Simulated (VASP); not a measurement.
Set up this calculation in VASP 6.6.1, as the native input.

| Property | Result |
| --- | --- |
| Task | relaxation of cell and atoms |
| Functional | PBE |
| Potentials or basis | VASP PAW PBE potentials, release 64 (K_sv, Al, Pb_d) |
| Cutoff | 500 eV |
| k mesh | 6 × 6 × 6 |
| Occupations | gaussian, width 0.1 eV |
| Spin | no spin polarisation |
| Dipole correction | no |
| Further INCAR settings | ALGO = Normal; EDIFF = 1e-07; IBRION = 2; EDIFFG = -0.01; NSW = 100; ISIF = 3 |

The structure of KAlPb3 lies in POSCAR:

```
KAlPb3
1.0
    5.9463362391      0.0000000000      0.0000000000
    0.0000000000      5.9463362391      0.0000000000
    0.0000000000      0.0000000000      5.9463362391
K Al Pb
1 1 3
Direct
    0.5000000000      0.5000000000      0.5000000000
    0.0000000000      0.0000000000      0.0000000000
    0.0000000000      0.5000000000      0.5000000000
    0.5000000000      0.0000000000      0.5000000000
    0.5000000000      0.5000000000      0.0000000000
```

These files were run (other wordings do the same):

INCAR

```
PREC = Accurate
ENCUT = 500
EDIFF = 1E-7
ISMEAR = 0
SIGMA = 0.1
LREAL = False
LASPH = True
NELM = 120
ALGO = Normal
ISIF = 3
LWAVE = False
LCHARG = False
GGA = PE
IBRION = 2
NSW = 100
EDIFFG = -0.01
GGA_COMPAT = False
NELMIN = 4
```

KPOINTS

```
regular mesh
0
Gamma
  6 6 6
```

Potentials or basis: VASP PAW PBE potentials, release 64 (K_sv, Al, Pb_d).

Run with:

```console
$ cat potpaw_PBE.64/K_sv/POTCAR potpaw_PBE.64/Al/POTCAR potpaw_PBE.64/Pb_d/POTCAR > POTCAR
$ mpirun -np 1 vasp_std > vasp.out
```

Results of the run:

```json
{
 "Relaxed volume": "43.40 Å³/atom",
 "Relaxed cell": "a = 6.009 Å, b = 6.009 Å, c = 6.009 Å, α = 90.00°, β = 90.00°, γ = 90.00°",
 "Space group after relaxing (to 0.1 Å)": "Pm-3m (No. 221)",
 "Energy gained by relaxing": "1.9 meV/atom",
 "Ionic steps": "3",
 "Pressure after relaxing": "0.0 GPa",
 "Band gap on the k mesh": "zero (bands 27 and 28 overlap by 1.56 eV)"
}
```

Caveat: spin-orbit coupling is left out, which moves the levels of the heavy elements.

Run time: 6.6 min on 1 thread of Intel Xeon 8259CL (shared host), peak memory 0.41 GiB.
